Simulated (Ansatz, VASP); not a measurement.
**Ba16H in VASP and in Ansatz**

```
Ba H
1.0
    10.04000    0.00000    0.00000
     0.00000   10.04000    0.00000
     0.00000    0.00000   10.04000
Ba H
16 1
Direct
  0.99338 0.00001 0.01090
  0.50731 0.00005 0.01137
  0.99607 0.50003 0.99942
  0.01892 0.00039 0.49357
  0.25029 0.25677 0.23895
  0.50519 0.50005 0.99881
  0.47857 0.00006 0.49846
  0.75033 0.25420 0.25155
  0.00580 0.50030 0.50234
  0.25026 0.74335 0.23907
  0.25101 0.23000 0.75425
  0.49585 0.50017 0.50244
  0.75031 0.74600 0.25144
  0.75134 0.24511 0.74760
  0.25133 0.76949 0.75515
  0.75146 0.75517 0.74761
  0.24966 0.99984 0.62691
```

Alike in both runs: functional PBE; k mesh 1 × 1 × 1; occupations fermi-dirac, width 0.15 eV; no spin polarisation.

Ansatz relaxed the structure, and its values are those at the end. VASP's run is a single point on that final structure, the one shown.

|  | VASP | Ansatz |
| --- | --- | --- |
| version | VASP 6.6.1 | Ansatz 0.2.0 |
| potentials or method | VASP PAW PBE potentials, release 64 (Ba_sv, H), cutoff 520 eV | scalar-relativistic, plane waves, PAW |
| valence electrons in the cell | 161 | 161 |

|  | VASP | Ansatz | Ansatz less VASP |
| --- | --- | --- | --- |
| rms of the force components (eV/Å) | 0.022 | 0.018 | -0.0038 |

With one functional, cell and mesh, what is left measures potentials, basis and numerics.

Spin-orbit coupling is off throughout.
